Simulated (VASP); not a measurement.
Wanted: the native input for a VASP 6.6.1 run.

```
Task                   : single point
Functional             : PBEsol
Potentials or basis    : VASP PAW PBE potentials, release 64 (C)
Cutoff                 : 600 eV
k mesh                 : 11 × 11 × 11
Occupations            : fermi-dirac, width 0.05 eV
Spin                   : no spin polarisation
Dipole correction      : no
Further INCAR settings : ALGO = Normal; EDIFF = 1e-06; NBANDS = 11
```

The structure of C lies in POSCAR:

```
C
1.0
    0.0000000000      1.7833700000      1.7477026000
    1.7833700000      0.0000000000      1.7477026000
    1.7833700000      1.7833700000      0.0000000000
C
2
Direct
    0.7500000000      0.7500000000      0.7500000000
    0.5000000000      0.5000000000      0.5000000000
```

One way to write it, as run:

INCAR

```
SYSTEM = C
PREC = Accurate
ENCUT = 600
EDIFF = 1E-6
ISMEAR = -1
SIGMA = 0.05
LREAL = .False.
LASPH = .True.
NELM = 120
ALGO = Normal
ISIF = 2
LWAVE = .False.
LCHARG = .False.
GGA = PS
NBANDS = 11
GGA_COMPAT = .False.
```

KPOINTS

```
Automatic mesh
0
Gamma
  11 11 11
  0 0 0
```

Potentials or basis: VASP PAW PBE potentials, release 64 (C).

The run is started by

```bash
$ cat potpaw_PBE.64/C/POTCAR > POTCAR
$ mpirun -np 1 vasp_std > vasp.out
```

It gave:

```yaml
Pressure: 4.7 GPa
Band_gap_on_the_k_mesh: 3.53 eV, indirect (least direct gap 5.23 eV)
```

Caveat: the PAW data sets were made with another functional, which shifts forces and pressure a little.

Wall time 11 s on 1 thread of Intel(R) Xeon(R) Platinum 8259CL CPU @ 2.50GHz (Skylake/Cascade Lake), with other jobs on the host, peak memory 0.12 GiB.
